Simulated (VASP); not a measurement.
# Cu (Fm-3m) in VASP: a series of runs

Runs on Cu. Level: PBE. Tasks: single point.

All numbers are computed with VASP 6.6.1; they aren't measurements. Logs are shortened: lines on timing, memory, paths and dates and some standing lists are left out, and cuts for length are marked.

### Step 1. The cell of the first run

The structure is cubic, space group Fm-3m (No. 225). The conventional cell has a = 3.615 Å, b = 3.615 Å, c = 3.615 Å, α = 90.00°, β = 90.00°, γ = 90.00°. Cu (site symmetry m-3m) has 12 Cu at 2.56 Å within 3.4 Å.

### Step 2. Single point, PBE

INCAR

```
SYSTEM = Cu
ALGO     = Normal         ! electronic algorithm
EDIFF    = 1E-6           ! SCF threshold, eV
ENCUT    = 520            ! plane-wave cutoff, eV
GGA      = PE             ! functional
ISIF     = 2              ! what is computed and relaxed
ISMEAR   = 0              ! smearing method
LASPH    = .TRUE.         ! aspherical terms in the spheres
LCHARG   = .FALSE.        ! write CHGCAR
LREAL    = .FALSE.        ! projectors in reciprocal space
LWAVE    = .FALSE.        ! write WAVECAR
NBANDS   = 12             ! bands
NELM     = 100            ! most SCF steps
PREC     = Accurate       ! precision mode
SIGMA    = 0.5            ! smearing width, eV
```

KPOINTS

```
k-points
0
G
  14 14 14
  0 0 0
```

POSCAR

```
Cu
1.0
    0.0000000000      1.8075000000      1.8075000000
    1.8075000000      0.0000000000      1.8075000000
    1.8075000000      1.8075000000      0.0000000000
Cu
1
Direct
    0.0000000000      0.0000000000      0.0000000000
```

Potentials or basis: VASP PAW PBE potentials, release 64 (Cu).

The run is started by

```bash
$ cat potpaw_PBE.64/Cu/POTCAR > POTCAR
$ mpirun -np 1 vasp_std > vasp.out
```

OUTCAR:

```text
SYSTEM = Cu
   EDIFF = 1E-6
   ENCUT = 520
   GGA = PE
   ISIF = 2
   ISMEAR = 0
   LASPH = .TRUE.
   LREAL = .FALSE.
   NELM = 100
   PREC = Accurate

 ion  position               nearest neighbor table
   1  0.000  0.000  0.000-

  LATTYP: Found a face centered cubic cell.
 ALAT       =     3.6150000000

  Lattice vectors:

 A1 = (   0.0000000000,   1.8075000000,   1.8075000000)
 A2 = (   1.8075000000,   0.0000000000,   1.8075000000)
 A3 = (   1.8075000000,   1.8075000000,   0.0000000000)

Analysis of symmetry for initial positions (statically):
=====================================================================
 Subroutine PRICEL returns:
 Original cell was already a primitive cell.

 Routine SETGRP: Setting up the symmetry group for a
 face centered cubic supercell.

 Subroutine GETGRP returns: Found 48 space group operations
 (whereof 48 operations were pure point group operations)
 out of a pool of 48 trial point group operations.

The static configuration has the point symmetry O_h .

Analysis of symmetry for dynamics (positions and initial velocities):
=====================================================================
 Subroutine PRICEL returns:
 Original cell was already a primitive cell.

 Routine SETGRP: Setting up the symmetry group for a
 face centered cubic supercell.

 Subroutine GETGRP returns: Found 48 space group operations
 (whereof 48 operations were pure point group operations)
 out of a pool of 48 trial point group operations.

The dynamic configuration has the point symmetry O_h .

 Subroutine INISYM returns: Found 48 space group operations
 (whereof 48 operations are pure point group operations),
 and found     1 'primitive' translations

----------------------------------------------------------------------------------------

                                     Primitive cell

  volume of cell :      11.8104

  direct lattice vectors                    reciprocal lattice vectors
     0.000000000  1.807500000  1.807500000    -0.276625173  0.276625173  0.276625173
     1.807500000  0.000000000  1.807500000     0.276625173 -0.276625173  0.276625173
     1.807500000  1.807500000  0.000000000     0.276625173  0.276625173 -0.276625173

  length of vectors
     2.556191014  2.556191014  2.556191014     0.479128854  0.479128854  0.479128854

  position of ions in fractional coordinates (direct lattice)
     0.000000000  0.000000000  0.000000000

  ion indices of the primitive-cell ions
   primitive index   ion index
                 1           1

----------------------------------------------------------------------------------------

 KPOINTS: k-points

Automatic generation of k-mesh.
 Grid dimensions read from file:
 generate k-points for:   14   14   14

 Generating k-lattice:

  Cartesian coordinates                     Fractional coordinates (reciprocal lattice)
    -0.019758941  0.019758941  0.019758941     0.071428571  0.000000000  0.000000000
     0.019758941 -0.019758941  0.019758941     0.000000000  0.071428571  0.000000000
     0.019758941  0.019758941 -0.019758941     0.000000000  0.000000000  0.071428571

  Length of vectors
     0.034223490  0.034223490  0.034223490

  Shift w.r.t. Gamma in fractional coordinates (k-lattice)
     0.000000000  0.000000000  0.000000000

 Subroutine IBZKPT returns following result:
 ===========================================

 Found    104 irreducible k-points:

 Following reciprocal coordinates:
            Coordinates               Weight
  0.000000  0.000000  0.000000      1.000000
  0.071429  0.000000  0.000000      8.000000
  0.142857  0.000000  0.000000      8.000000
  0.214286  0.000000  0.000000      8.000000
  0.285714  0.000000  0.000000      8.000000
  0.357143  0.000000  0.000000      8.000000
[... 16 lines left out ...]
  0.214286  0.142857  0.000000     24.000000
  0.285714  0.142857  0.000000     24.000000
 [... further k-points ...]
   k-points           NKPTS =    104   k-points in BZ     NKDIM =    104   number of bands    NBANDS=     12
   number of dos      NEDOS =    301   number of ions     NIONS =      1
   total plane-waves  NPLWV =   8000
   dimension x,y,z NGX =    20 NGY =   20 NGZ =   20
   dimension x,y,z NGXF=    40 NGYF=   40 NGZF=   40
   ions per type =               1
   NGX,Y,Z   is equivalent  to a cutoff of  13.01, 13.01, 13.01 a.u.
   NGXF,Y,Z  is equivalent  to a cutoff of  26.01, 26.01, 26.01 a.u.
 SYSTEM =  Cu
   PREC   = accura    normal or accurate (medium, high low for compatibility)
   ISTART =      0    job   : 0-new  1-cont  2-samecut
   ICHARG =      2    charge: 1-file 2-atom 10-const
   ISPIN  =      1    spin polarized calculation?
   LNONCOLLINEAR =      F non collinear calculations
   LSORBIT =      F    spin-orbit coupling
   LASPH  =      T    aspherical Exc in radial PAW
   ENCUT  =  520.0 eV  38.22 Ry    6.18 a.u.   4.75  4.75  4.75*2*pi/ulx,y,z
   NELM   =    100;   NELMIN=  2; NELMDL= -5     # of ELM steps
   EDIFF  = 0.1E-05   stopping-criterion for ELM
   LREAL  =      F    real-space projection
   EDIFFG = 0.1E-04   stopping-criterion for IOM
   NSW    =      0    number of steps for IOM
   IBRION =     -1    ionic relax: 0-MD 1-quasi-New 2-CG
   NFREE  =      0    steps in history (QN), initial steepest desc. (CG)
   ISIF   =      2    stress and relaxation
   ISYM   =      2    0-nonsym 1-usesym 2-fastsym
   POTIM  = 0.5000    time-step for ionic-motion
   TEBEG  =    0.0;   TEEND  =   0.0 temperature during run
   PSTRESS=    0.0 pullay stress
   NELECT =      11.0000    total number of electrons
   NUPDOWN=      -1.0000    fix difference up-down
   EMIN   =  10.00;   EMAX   =-10.00  energy-range for DOS
   EFERMI =   0.00;   METHOD = LEGACY
   ISMEAR =     0;   SIGMA  =   0.50  broadening in eV -4-tet -1-fermi 0-gaus
   EFERMI_NEDOS =   21; number of points for ismear=-14 and -15
   IALGO  =     38    algorithm
   IMIX   =      4    mixing-type and parameters
     AMIX     =   0.40;   BMIX     =  1.00
     AMIX_MAG =   1.60;   BMIX_MAG =  1.00
  volume/ion in A,a.u.               =      11.81        79.70
  Fermi-wavevector in a.u.,A,eV,Ry     =   1.598763  3.021224 34.777078  2.556043
  Thomas-Fermi vector in A             =   2.696162
   LORBIT       =      0    0 simple, 1 ext, 2 COOP (PROOUT), +10 PAW based schemes
   GGA     = PE    functional components
   LHFCALC =     F    Hartree Fock is set to
   AEXX    =    0.0000 exact exchange contribution
   IVDW    =     0    specifies the selected vdW correction
   LEPSILON=     F    determine dielectric tensor
   LRPA    =     F    only Hartree local field effects (RPA)
 non-spin polarized calculation
 Gauss-broadening in eV      SIGMA  =   0.50
  energy-cutoff  :      520.00
  volume of cell :       11.81
 maximum number of plane-waves:       332
   NGX =  9   NGY =  9   NGZ =  9

 number of electron      11.0000001 magnetization

 Free energy of the ion-electron system (eV)
  ---------------------------------------------------
  ext. energy  EPLUGINS =         0.00000000
  ---------------------------------------------------
  free energy    TOTEN  =        -3.74549913 eV

  energy without entropy =       -3.70735673  energy(sigma->0) =       -3.72642793

 E-fermi :   7.5909     XC(G=0): -12.7269

 val. band max:        7.5898303640   @ k =   0.5000   0.2143   0.0714
 cond. band min:       7.6575575765   @ k =   0.5000   0.3571   0.1429
 fundamental gap:      0.0677272125
 Fermi energy:         7.5909288720

 k-point     1 :       0.0000    0.0000    0.0000
  band No.  band energies     occupation
      1      -1.7661      2.00000
      2       4.5506      2.00000
      3       4.5506      2.00000
      4       4.5506      2.00000
      5       5.3721      2.00000
      6       5.3721      2.00000
      7      30.1798      0.00000
      8      32.8233      0.00000
      9      32.8233      0.00000
     10      32.8233      0.00000
     11      35.3136      0.00000
     12      35.3136      0.00000

 k-point     2 :       0.0714    0.0000    0.0000
  band No.  band energies     occupation
      1      -1.5804      2.00000
      2       4.5117      2.00000
      3       4.5853      2.00000
      4       4.5853      2.00000
      5       5.3587      2.00000
      6       5.3587      2.00000
      7      28.9737      0.00000
      8      31.1807      0.00000
      9      32.2735      0.00000
     10      32.2735      0.00000
     11      36.1237      0.00000
     12      36.1237      0.00000

 k-point     3 :       0.1429    0.0000    0.0000
  band No.  band energies     occupation
      1      -1.0340      2.00000
      2       4.4135      2.00000
      3       4.6646      2.00000
      4       4.6646      2.00000
      5       5.3417      2.00000
      6       5.3417      2.00000
      7      25.4661      0.00000
      8      30.7262      0.00000
      9      31.4115      0.00000
     10      31.4115      0.00000
     11      37.1794      0.00000
     12      37.5291      0.00000
[... 286 lines left out ...]
 k-point    23 :       0.2143    0.1429    0.0000
  band No.  band energies     occupation
      1      -0.1573      2.00000
      2       4.1447      2.00000
      3       4.8316      2.00000
      4       4.8855      2.00000
      5       5.1259      2.00000
      6       5.5332      2.00000
      7      24.6981      0.00000
      8      27.0895      0.00000
      9      28.3100      0.00000
     10      30.3166      0.00000
     11      32.8883      0.00000
     12      39.4904      0.00000

 k-point    24 :       0.2857    0.1429    0.0000
  band No.  band energies     occupation
      1       0.7537      2.00000
      2       4.0371      2.00000
      3       4.7002      2.00000
      4       4.9261      2.00000
      5       5.3981      2.00000
      6       5.6496      2.00000
      7      21.1096      0.00000
      8      26.3194      0.00000
      9      27.7122      0.00000
     10      29.5016      0.00000
     11      34.0167      0.00000
     12      38.8271      0.00000

 [... further k-points ...]
[... 5 lines left out ...]
  --------------------------------------------------------------------------------------
  -------------------------------------------------------------------------------------
  Total        0.1836406      0.1836406      0.1836406     -0.0000000      0.0000000     -0.0000000
  in kB       24.9123361     24.9123361     24.9123361     -0.0000000      0.0000000     -0.0000000
  external PRESSURE =      24.9123361 kB  Pullay stress =       0.0000000 kB

 VOLUME and BASIS-vectors are now :
 -----------------------------------------------------------------------------
  energy-cutoff  :      520.00
  volume of cell :       11.81
      direct lattice vectors                 reciprocal lattice vectors
     0.000000000  1.807500000  1.807500000    -0.276625173  0.276625173  0.276625173
     1.807500000  0.000000000  1.807500000     0.276625173 -0.276625173  0.276625173
     1.807500000  1.807500000  0.000000000     0.276625173  0.276625173 -0.276625173

 POSITION                                       TOTAL-FORCE (eV/Angst)
 -----------------------------------------------------------------------------------
      0.00000      0.00000      0.00000        -0.000000     -0.000000     -0.000000
 -----------------------------------------------------------------------------------
    total drift:                                0.000000      0.000000      0.000000

  FREE ENERGIE OF THE ION-ELECTRON SYSTEM (eV)
  ---------------------------------------------------
  free  energy   TOTEN  =        -3.7454991327 eV

  energy  without entropy=       -3.7073567346  energy(sigma->0) =       -3.72642793
```

It took 8.3 s on 1 thread of Intel Xeon Platinum 8488C (Sapphire Rapids), shared host; peak memory 0.13 GiB.

What came out:

```yaml
Free_energy: -3.7455 eV
Pressure: 2.5 GPa
```

### Step 3. Single point, PBE

INCAR

```
  PREC = Accurate
  ENCUT = 520
  EDIFF = 1E-7
  ISMEAR = 0
  SIGMA = 0.3
  LREAL = False
  LASPH = True
  NELM = 60
  ALGO = Normal
  ISIF = 2
  LWAVE = False
  LCHARG = False
  GGA = PE
  NBANDS = 12
```

KPOINTS

```
regular mesh
0
Gamma
  14 14 14
```

POSCAR is that of step 2.

Potentials or basis: VASP PAW PBE potentials, release 64 (Cu).

The run is started by

```bash
$ cat potpaw_PBE.64/Cu/POTCAR > POTCAR
$ mpirun -np 1 vasp_std > vasp.out
```

It took 9.6 s on 1 thread of Intel Xeon Platinum 8488C (Sapphire Rapids), shared host; peak memory 0.12 GiB.

It converged, with:

| Quantity | Value |
| --- | --- |
| Free energy | -3.7332 eV |
| Pressure | 2.4 GPa |

Levels at points of the mesh, in eV from the Fermi level:
```tsv
k point	band 4	band 5	band 6	band 7	band 8	band 9
(0.00, 0.00, 0.00)	-3.01	-2.18	-2.18	22.62	25.26	25.26
(0.50, 0.00, 0.00)	-1.62	-1.62	-0.98	3.78	21.11	22.09
(0.50, 0.50, 0.00)	-1.47	-1.47	1.52	7.14	13.10	13.10
```

[end of part 1 of 2]
